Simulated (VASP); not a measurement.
Wanted: the native input for a VASP 6.6.1 run.

```yaml
Task: single point
Functional: LDA
Potentials_or_basis: VASP PAW LDA potentials, release 64 (B, Ru_pv)
Cutoff: 520 eV
k_mesh: 9 × 6 × 7
Occupations: fermi-dirac, width 0.1 eV
Spin: no spin polarisation
Dipole_correction: no
Further_INCAR_settings: ALGO = Normal; EDIFF = 1e-06; NBANDS = 29
```

The structure of B2Ru lies in POSCAR:

```
B2Ru
1.0
    2.8262790372      0.0000000000      0.0000000000
    0.0000000000      4.5822220341      0.0000000000
    0.0000000000      0.0000000000      3.9903311363
B Ru
4 2
Direct
    0.0000000000      0.8090000000      0.3610000000
    0.0000000000      0.1910000000      0.3610000000
    0.5000000000      0.3090000000      0.6390000000
    0.5000000000      0.6910000000      0.6390000000
    0.0000000000      0.0000000000      0.8492000000
    0.5000000000      0.5000000000      0.1508000000
```

These files were run (other wordings do the same):

INCAR

```
PREC = Accurate
ENCUT = 520
EDIFF = 1E-6
ISMEAR = -1
SIGMA = 0.1
LREAL = F
LASPH = T
NELM = 60
ALGO = Normal
ISIF = 2
LWAVE = F
LCHARG = T
GGA = CA
LELF = T
LVHAR = T
NBANDS = 29
```

KPOINTS

```
Automatic mesh
0
Gamma
  9 6 7
```

Potentials or basis: VASP PAW LDA potentials, release 64 (B, Ru_pv).

Launch:

```bash
$ cat potpaw_LDA.64/B/POTCAR potpaw_LDA.64/Ru_pv/POTCAR > POTCAR
$ mpirun -np 1 vasp_std > vasp.out
```

It gave:

```json
{
  "Pressure": "3.3 GPa",
  "Largest force": "0.493 eV/Å",
  "Band gap on the k mesh": "zero (bands 20 and 21 overlap by 1.49 eV)"
}
```

Caveat: the cell stands under pressure.

Wall time 40 s on 1 thread of Intel(R) Xeon(R) 6975P-C (Granite Rapids), on a shared host, peak memory 0.21 GiB.
